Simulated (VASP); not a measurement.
Sr: single point with PBE

Crystal: Sr.

```
Sr
1.0
    -2.38166    2.38166    2.38166
     2.38166   -2.38166    2.38166
     2.38166    2.38166   -2.38166
Sr
1
Direct
  0.00000 0.00000 0.00000
```

| Property | Result |
| --- | --- |
| Program | VASP 6.6.1 |
| Task | single point |
| Functional | PBE |
| Potentials or basis | VASP PAW PBE potentials, release 64 (Sr_sv) |
| Cutoff | 520 eV |
| k mesh | 11 × 11 × 11 |
| Occupations | fermi-dirac, width 0.05 eV |
| Spin | no spin polarisation |
| Dipole correction | no |
| Further INCAR settings | ALGO = Normal; EDIFF = 1e-07; NBANDS = 11 |

```yaml
Pressure: 0.0 GPa
Band_gap_on_the_k_mesh: zero (band 5 reaches 1.95 eV, above the bottom of band 6 at 1.53 eV)
```

Levels at points of the mesh, in eV from the Fermi level:
```tsv
k point	band 2	band 3	band 4	band 5	band 6	band 7	band 8	band 9
(0.00, 0.00, 0.00)	-18.45	-18.45	-18.45	-3.66	2.41	2.41	2.41	3.75
```

It took 26 s on 1 thread of AMD EPYC 7R43 64-Core Processor (Zen 3), with other jobs on the host, peak memory 0.15 GiB.
